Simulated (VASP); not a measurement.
Set up this calculation in VASP 6.6.1, as the native input.

```
Task                   : single point
Functional             : PBE
Potentials or basis    : VASP PAW PBE potentials, release 64 (Nb_sv, Fe, Sn_d)
Cutoff                 : 520 eV
k mesh                 : 8 × 8 × 8
Occupations            : gaussian, width 0.1 eV
Spin                   : collinear spin, ferrimagnetic start
Starting moments       : [-2.29, 2.78, 2.78, 2.78, 0.0] μB
Dipole correction      : no
Further INCAR settings : ALGO = Fast; EDIFF = 1e-06; NBANDS = 38
```

The structure of NbFe3Sn lies in POSCAR:

```
NbFe3Sn
1.0
    4.6588862311      0.0000000000      0.0000000000
    0.0000000000      4.6588862311      0.0000000000
    0.0000000000      0.0000000000      4.6588862311
Nb Fe Sn
1 3 1
Direct
    0.0000000000      0.0000000000      0.0000000000
    0.0000000000      0.5000000000      0.5000000000
    0.5000000000      0.0000000000      0.5000000000
    0.5000000000      0.5000000000      0.0000000000
    0.5000000000      0.5000000000      0.5000000000
```

These files were run (other wordings do the same):

INCAR

```
ALGO = Fast ; EDIFF = 1E-6
ENCUT = 520 ; GGA = PE
ISIF = 2 ; ISMEAR = 0
ISPIN = 2 ; LASPH = T
LCHARG = F ; LMAXMIX = 4
LORBIT = 11 ; LREAL = F
LWAVE = F ; MAGMOM = -2.29 2.78 2.78 2.78 0
NBANDS = 38 ; NELM = 150
PREC = Accurate ; SIGMA = 0.1
```

KPOINTS

```
k-points
0
Gamma
  8 8 8
```

Potentials or basis: VASP PAW PBE potentials, release 64 (Nb_sv, Fe, Sn_d).

Command:

```sh
$ cat potpaw_PBE.64/Nb_sv/POTCAR potpaw_PBE.64/Fe/POTCAR potpaw_PBE.64/Sn_d/POTCAR > POTCAR
$ mpirun -np 1 vasp_std > vasp.out
```

It gave:

The pressure is 0.1 GPa. The net moment is 5.40 μB per cell. The site moments are Nb -1.63; Fe +2.65; Sn -0.10 μB and the valence electrons inside the program's atomic spheres are Nb 10.31; Fe 6.98; Sn 13.02.

Run time: 3.3 min on 1 thread of Intel(R) Xeon(R) 6975P-C (Granite Rapids), on a shared host, peak memory 0.38 GiB.
